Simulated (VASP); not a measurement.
# TaC (Fm-3m) in VASP: notebook

Aim: see how the results for TaC move with the level of theory and the settings. Levels: revPBE, PBEsol. Tasks: single point.

All numbers are computed with VASP 6.6.1; they aren't measurements. Logs are shortened: lines on timing, memory, paths and dates and some standing lists are left out, and cuts for length are marked.

### Step 1. The cell of the first run

It takes space group Fm-3m (No. 225, cubic). The conventional cell has a = 4.446 Å, b = 4.446 Å, c = 4.446 Å, α = 90.00°, β = 90.00°, γ = 90.00°. Within 2.9 Å of Ta (site symmetry m-3m) lie 6 C at 2.22 Å. C (site symmetry m-3m) has 6 Ta at 2.22 Å within 2.9 Å.

### Step 2. Single point, revPBE

File INCAR:

```
ALGO = Normal
EDIFF = 1E-6
ENCUT = 600
GGA = RE
GGA_COMPAT = False
ISIF = 2
ISMEAR = 1
LASPH = True
LCHARG = True
LELF = True
LREAL = False
LVHAR = True
LWAVE = False
NBANDS = 14
NELM = 120
PREC = Accurate
SIGMA = 0.1
```

File KPOINTS:

```
k-points
0
Gamma
  9 9 9
```

File POSCAR:

```
TaC
1.0
    0.0000000000      2.2230000000      2.2230000000
    2.2230000000      0.0000000000      2.2230000000
    2.2230000000      2.2230000000      0.0000000000
Ta C
1 1
Direct
    0.0000000000      0.0000000000      0.0000000000
    0.5000000000      0.5000000000      0.5000000000
```

Potentials or basis: VASP PAW PBE potentials, release 64 (Ta_pv, C).

Started as:

```
cat potpaw_PBE.64/Ta_pv/POTCAR potpaw_PBE.64/C/POTCAR > POTCAR
mpirun -np 1 vasp_std > vasp.out
```

OUTCAR:

```text
EDIFF = 1E-6
   ENCUT = 600
   GGA = RE
   ISIF = 2
   ISMEAR = 1
   LASPH = True
   LREAL = False
   NELM = 120
   PREC = Accurate

 ion  position               nearest neighbor table
   1  0.000  0.000  0.000-   2 2.22   2 2.22   2 2.22   2 2.22   2 2.22   2 2.22
   2  0.500  0.500  0.500-   1 2.22   1 2.22   1 2.22   1 2.22   1 2.22   1 2.22

  LATTYP: Found a face centered cubic cell.
 ALAT       =     4.4460000000

  Lattice vectors:

 A1 = (   0.0000000000,   2.2230000000,   2.2230000000)
 A2 = (   2.2230000000,   0.0000000000,   2.2230000000)
 A3 = (   2.2230000000,   2.2230000000,   0.0000000000)

Analysis of symmetry for initial positions (statically):
=====================================================================
 Subroutine PRICEL returns:
 Original cell was already a primitive cell.

 Routine SETGRP: Setting up the symmetry group for a
 face centered cubic supercell.

 Subroutine GETGRP returns: Found 48 space group operations
 (whereof 48 operations were pure point group operations)
 out of a pool of 48 trial point group operations.

The static configuration has the point symmetry O_h .

Analysis of symmetry for dynamics (positions and initial velocities):
=====================================================================
 Subroutine PRICEL returns:
 Original cell was already a primitive cell.

 Routine SETGRP: Setting up the symmetry group for a
 face centered cubic supercell.

 Subroutine GETGRP returns: Found 48 space group operations
 (whereof 48 operations were pure point group operations)
 out of a pool of 48 trial point group operations.

The dynamic configuration has the point symmetry O_h .

 Subroutine INISYM returns: Found 48 space group operations
 (whereof 48 operations are pure point group operations),
 and found     1 'primitive' translations

----------------------------------------------------------------------------------------

                                     Primitive cell

  volume of cell :      21.9709

  direct lattice vectors                    reciprocal lattice vectors
     0.000000000  2.223000000  2.223000000    -0.224921278  0.224921278  0.224921278
     2.223000000  0.000000000  2.223000000     0.224921278 -0.224921278  0.224921278
     2.223000000  2.223000000  0.000000000     0.224921278  0.224921278 -0.224921278

  length of vectors
     3.143796749  3.143796749  3.143796749     0.389575080  0.389575080  0.389575080

  position of ions in fractional coordinates (direct lattice)
     0.000000000  0.000000000  0.000000000
     0.500000000  0.500000000  0.500000000

  ion indices of the primitive-cell ions
   primitive index   ion index
                 1           1
                 2           2

----------------------------------------------------------------------------------------

 KPOINTS: k-points

Automatic generation of k-mesh.
 Grid dimensions read from file:
 generate k-points for:    9    9    9

 Generating k-lattice:

  Cartesian coordinates                     Fractional coordinates (reciprocal lattice)
    -0.024991253  0.024991253  0.024991253     0.111111111  0.000000000  0.000000000
     0.024991253 -0.024991253  0.024991253     0.000000000  0.111111111  0.000000000
     0.024991253  0.024991253 -0.024991253     0.000000000  0.000000000  0.111111111

  Length of vectors
     0.043286120  0.043286120  0.043286120

  Shift w.r.t. Gamma in fractional coordinates (k-lattice)
     0.000000000  0.000000000  0.000000000

 Subroutine IBZKPT returns following result:
 ===========================================

 Found     35 irreducible k-points:

 Following reciprocal coordinates:
            Coordinates               Weight
  0.000000  0.000000  0.000000      1.000000
  0.111111  0.000000  0.000000      8.000000
  0.222222  0.000000  0.000000      8.000000
  0.333333  0.000000  0.000000      8.000000
  0.444444  0.000000  0.000000      8.000000
  0.111111  0.111111  0.000000      6.000000
[... 16 lines left out ...]
 -0.333333  0.333333  0.000000     12.000000
  0.444444  0.444444  0.000000      6.000000
 [... further k-points ...]
   k-points           NKPTS =     35   k-points in BZ     NKDIM =     35   number of bands    NBANDS=     14
   number of dos      NEDOS =    301   number of ions     NIONS =      2
   total plane-waves  NPLWV =  21952
   dimension x,y,z NGX =    28 NGY =   28 NGZ =   28
   dimension x,y,z NGXF=    56 NGYF=   56 NGZF=   56
   ions per type =               1   1
   NGX,Y,Z   is equivalent  to a cutoff of  14.81, 14.81, 14.81 a.u.
   NGXF,Y,Z  is equivalent  to a cutoff of  29.61, 29.61, 29.61 a.u.
 SYSTEM =  unknown system
   PREC   = accura    normal or accurate (medium, high low for compatibility)
   ISTART =      0    job   : 0-new  1-cont  2-samecut
   ICHARG =      2    charge: 1-file 2-atom 10-const
   ISPIN  =      1    spin polarized calculation?
   LNONCOLLINEAR =      F non collinear calculations
   LSORBIT =      F    spin-orbit coupling
   LASPH  =      T    aspherical Exc in radial PAW
   ENCUT  =  600.0 eV  44.10 Ry    6.64 a.u.   6.28  6.28  6.28*2*pi/ulx,y,z
   NELM   =    120;   NELMIN=  2; NELMDL= -5     # of ELM steps
   EDIFF  = 0.1E-05   stopping-criterion for ELM
   LREAL  =      F    real-space projection
   EDIFFG = 0.1E-04   stopping-criterion for IOM
   NSW    =      0    number of steps for IOM
   IBRION =     -1    ionic relax: 0-MD 1-quasi-New 2-CG
   NFREE  =      0    steps in history (QN), initial steepest desc. (CG)
   ISIF   =      2    stress and relaxation
   ISYM   =      2    0-nonsym 1-usesym 2-fastsym
   POTIM  = 0.5000    time-step for ionic-motion
   TEBEG  =    0.0;   TEEND  =   0.0 temperature during run
   PSTRESS=    0.0 pullay stress
   NELECT =      15.0000    total number of electrons
   NUPDOWN=      -1.0000    fix difference up-down
   EMIN   =  10.00;   EMAX   =-10.00  energy-range for DOS
   EFERMI =   0.00;   METHOD = LEGACY
   ISMEAR =     1;   SIGMA  =   0.10  broadening in eV -4-tet -1-fermi 0-gaus
   EFERMI_NEDOS =   21; number of points for ismear=-14 and -15
   IALGO  =     38    algorithm
   IMIX   =      4    mixing-type and parameters
     AMIX     =   0.40;   BMIX     =  1.00
     AMIX_MAG =   1.60;   BMIX_MAG =  1.00
  volume/ion in A,a.u.               =      10.99        74.13
  Fermi-wavevector in a.u.,A,eV,Ry     =   1.441526  2.724089 28.272865  2.077997
  Thomas-Fermi vector in A             =   2.560148
   LORBIT       =      0    0 simple, 1 ext, 2 COOP (PROOUT), +10 PAW based schemes
   GGA     = RE    functional components
   LHFCALC =     F    Hartree Fock is set to
   AEXX    =    0.0000 exact exchange contribution
   IVDW    =     0    specifies the selected vdW correction
   LEPSILON=     F    determine dielectric tensor
   LRPA    =     F    only Hartree local field effects (RPA)
 non-spin polarized calculation
 Methfessel and Paxton  Order N= 1 SIGMA  =   0.10
  energy-cutoff  :      600.00
  volume of cell :       21.97
 maximum number of plane-waves:       751
 NGX is ok and might be reduce to    28
   NGX = 13   NGY = 13   NGZ = 13

 number of electron      14.9999999 magnetization

 Free energy of the ion-electron system (eV)
  ---------------------------------------------------
  ext. energy  EPLUGINS =         0.00000000
  ---------------------------------------------------
  free energy    TOTEN  =       -21.36076462 eV

  energy without entropy =      -21.35987856  energy(sigma->0) =      -21.36046926

 E-fermi :   8.4940     XC(G=0): -13.2008

 val. band max:        8.4217040599   @ k =  -0.3333   0.4444   0.1111
 cond. band min:       8.5257869685   @ k =   0.4444   0.2222   0.1111
 fundamental gap:      0.1040829086
 Fermi energy:         8.4939792779

 k-point     1 :       0.0000    0.0000    0.0000
  band No.  band energies     occupation
      1     -26.5715      2.00000
      2     -26.5715      2.00000
      3     -26.5715      2.00000
      4      -6.3538      2.00000
      5       7.1861      2.00000
      6       7.1861      2.00000
      7       7.1861      2.00000
      8       8.0750      2.00000
      9       8.0750      2.00000
     10       8.0750      2.00000
     11       9.1846     -0.00000
     12       9.1846     -0.00000
     13      15.1776      0.00000
     14      18.5631      0.00000

 k-point     2 :       0.1111    0.0000    0.0000
  band No.  band energies     occupation
      1     -26.6615      2.00000
      2     -26.5805      2.00000
      3     -26.5805      2.00000
      4      -6.0065      2.00000
      5       5.7934      2.00000
      6       6.2687      2.00000
      7       6.2687      2.00000
      8       7.7854      2.00000
      9       7.7854      2.00000
     10       8.7674     -0.00077
     11      11.0864      0.00000
     12      11.0864      0.00000
     13      15.8238      0.00000
     14      19.4223      0.00000

 k-point     3 :       0.2222    0.0000    0.0000
  band No.  band energies     occupation
      1     -26.8829      2.00000
      2     -26.6033      2.00000
      3     -26.6033      2.00000
      4      -5.0475      2.00000
      5       3.7757      2.00000
      6       4.7331      2.00000
      7       4.7331      2.00000
      8       8.6640     -0.03704
      9       8.6640     -0.03704
     10       9.3946     -0.00000
     11      13.7093      0.00000
     12      13.7093      0.00000
     13      17.0135      0.00000
     14      21.2057      0.00000
[... 324 lines left out ...]
 k-point    23 :      -0.3333    0.3333    0.0000
  band No.  band energies     occupation
      1     -27.0545      2.00000
      2     -27.0321      2.00000
      3     -26.7250      2.00000
      4      -3.0430      2.00000
      5       1.7769      2.00000
      6       3.5251      2.00000
      7       4.0310      2.00000
      8       9.1411     -0.00000
      9      11.0736      0.00000
     10      12.3618      0.00000
     11      14.3865      0.00000
     12      16.6148      0.00000
     13      19.7845      0.00000
     14      20.8877      0.00000

 k-point    24 :       0.4444    0.4444    0.0000
  band No.  band energies     occupation
      1     -27.1987      2.00000
      2     -26.8172      2.00000
      3     -26.8172      2.00000
      4      -4.2184      2.00000
      5       3.6232      2.00000
      6       4.0141      2.00000
      7       6.7019      2.00000
      8       6.7019      2.00000
      9      11.0854      0.00000
     10      12.7038      0.00000
     11      12.7038      0.00000
     12      16.0518      0.00000
     13      16.5317      0.00000
     14      20.7971      0.00000

 [... further k-points ...]

------------------------ aborting loop because EDIFF is reached ----------------------------------------

  FORCE on cell =-STRESS in cart. coord.  units (eV):
  Direction    XX          YY          ZZ          XY          YZ          ZX
  --------------------------------------------------------------------------------------
  -------------------------------------------------------------------------------------
  Total        1.4639571      1.4639571      1.4639571      0.0000000     -0.0000000      0.0000000
  in kB      106.7555736    106.7555736    106.7555736      0.0000000     -0.0000000      0.0000000
  external PRESSURE =     106.7555736 kB  Pullay stress =       0.0000000 kB

 VOLUME and BASIS-vectors are now :
 -----------------------------------------------------------------------------
  energy-cutoff  :      600.00
  volume of cell :       21.97
      direct lattice vectors                 reciprocal lattice vectors
     0.000000000  2.223000000  2.223000000    -0.224921278  0.224921278  0.224921278
     2.223000000  0.000000000  2.223000000     0.224921278 -0.224921278  0.224921278
     2.223000000  2.223000000  0.000000000     0.224921278  0.224921278 -0.224921278

 POSITION                                       TOTAL-FORCE (eV/Angst)
 -----------------------------------------------------------------------------------
      0.00000      0.00000      0.00000        -0.000000      0.000000     -0.000000
      2.22300      2.22300      2.22300         0.000000     -0.000000      0.000000
 -----------------------------------------------------------------------------------
    total drift:                                0.000000      0.000000      0.000000

  FREE ENERGIE OF THE ION-ELECTRON SYSTEM (eV)
  ---------------------------------------------------
  free  energy   TOTEN  =       -21.3607646165 eV

  energy  without entropy=      -21.3598785612  energy(sigma->0) =      -21.36046926
```

It took 10 s on 1 thread of Intel Xeon Platinum 8488C (Sapphire Rapids), shared host; peak memory 0.16 GiB.

Results:

| Item | Value |
| --- | --- |
| Free energy | -21.3608 eV |
| Pressure | 10.7 GPa |
| Band gap on the k mesh | zero (an odd number of electrons rules out a gap without spin polarisation) |

Levels at points of the mesh, in eV from the Fermi level:
| k point | band 5 | band 6 | band 7 | band 8 | band 9 | band 10 | band 11 | band 12 |
| --- | --- | --- | --- | --- | --- | --- | --- | --- |
| (0.00, 0.00, 0.00) | -1.31 | -1.31 | -1.31 | -0.42 | -0.42 | -0.42 | 0.69 | 0.69 |

Caveat: the cell stands under pressure; the PAW data sets were made with another functional, which shifts forces and pressure a little; spin-orbit coupling is left out, which moves the levels of the heavy elements.

### Step 3. Single point, PBEsol

File INCAR:

```
SYSTEM = TaC
ALGO = Normal
EDIFF = 1E-6
ENCUT = 600
GGA = PS
GGA_COMPAT = .FALSE.
ISIF = 2
ISMEAR = 1
LASPH = .TRUE.
LCHARG = .FALSE.
LREAL = .FALSE.
LWAVE = .FALSE.
NBANDS = 14
NELM = 120
PREC = Accurate
SIGMA = 0.1
```

File KPOINTS:

```
k-points
0
G
  9 9 9
  0 0 0
```

POSCAR is that of step 2.

Potentials or basis: VASP PAW PBE potentials, release 64 (Ta_pv, C).

Started as:

```
cat potpaw_PBE.64/Ta_pv/POTCAR potpaw_PBE.64/C/POTCAR > POTCAR
mpirun -np 1 vasp_std > vasp.out
```

It took 9.5 s on 1 thread of Intel Xeon Platinum 8488C (Sapphire Rapids), shared host; peak memory 0.16 GiB.

It converged, with:

- Free energy: -23.5091 eV
- Pressure: -0.4 GPa
- Band gap on the k mesh: zero (an odd number of electrons rules out a gap without spin polarisation)

Levels at points of the mesh, in eV from the Fermi level:
```
           k point  band 5  band 6  band 7  band 8  band 9  band 10  band 11  band 12
(0.00, 0.00, 0.00)   -1.33   -1.33   -1.33   -0.37   -0.37    -0.37     0.68     0.68
```

Caveat: the PAW data sets were made with another functional, which shifts forces and pressure a little; spin-orbit coupling is left out, which moves the levels of the heavy elements.

The gap in the log of VASP goes by the Fermi energy; the results here count the filled bands.